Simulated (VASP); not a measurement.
Runs of VASP 6.6.1 on TiS2. Symmetry: P-3m1, No. 164, trigonal system. The conventional cell has a = 3.411 Å, b = 3.411 Å, c = 5.739 Å, α = 90.00°, β = 90.00°, γ = 120.00°. Ti (site symmetry -3m) has 6 S at 2.42 Å within 3.2 Å. S (site symmetry 3m) has 3 Ti at 2.42 Å within 3.2 Å. 

| level | spin | cutoff (eV) | smearing | gap on the mesh (eV) | pressure (GPa) | largest force (eV/Å) |
| --- | --- | --- | --- | --- | --- | --- |
| PBE | off | 500 | fermi-dirac 0.02 eV | none | 1.5 | 0.13 |
| PBE | collinear, zero start | 500 | fermi-dirac 0.02 eV | none | 1.6 | 0.13 |
| PBE | off | 500 | methfessel-paxton 0.2 eV | none | 1.6 | 0.13 |
| r2SCAN | off | 550 | fermi-dirac 0.02 eV | 0.14 | (a) | 0.04 |
| PBE | off | 500 | fermi-dirac 0.001 eV | none | 1.6 | 0.13 |

Alike in all rows: task single point; potentials or basis VASP PAW PBE potentials, release 64 (Ti_sv, S); cell as given; k mesh 6 × 6 × 4.

Task: Fill in the values left out.

Result: (a) 1.3.

Caveats: this functional lacks dispersion, which binds the layers, so the pressure and a relaxed spacing across them are unreliable (some runs); the PAW data sets were made with another functional, which shifts forces and pressure a little (some runs).

A k mesh can miss the band edges.

A gap of «none» marks levels without a gap at the run's occupations.
